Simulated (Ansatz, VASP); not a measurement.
**Two plane-wave programs on BN**

```
CELL_PARAMETERS angstrom
2.50612 0.00000 0.00000
-1.25306 2.17037 0.00000
0.00000 0.00000 6.59736
ATOMIC_POSITIONS crystal
B 0.91154 0.82307 0.50000
B 0.33333 0.66667 0.00000
N 0.00000 0.00000 0.00000
N 0.66667 0.33333 0.50000
```

Alike in both runs: task single point; functional PBE; dispersion D3(BJ); k mesh 12 × 12 × 4; occupations gaussian, width 0.05 eV; no spin polarisation.

```csv
,VASP,Ansatz
version,VASP 6.6.1,Ansatz 0.2.0
potentials or method,"VASP PAW PBE potentials, release 64 (B, N), cutoff 520 eV","scalar-relativistic, plane waves, PAW"
valence electrons in the cell,16,16
```

```csv
,VASP,Ansatz,Ansatz less VASP
gap on the k mesh at the Fermi level (eV),2.70,2.72,+0.021
least direct gap on the mesh (eV),3.81,3.82,+0.015
rms of the force components (eV/Å),14.713,14.378,-0.3356
```

Atom by atom the forces differ by 0.336 eV/Å (rms over components).
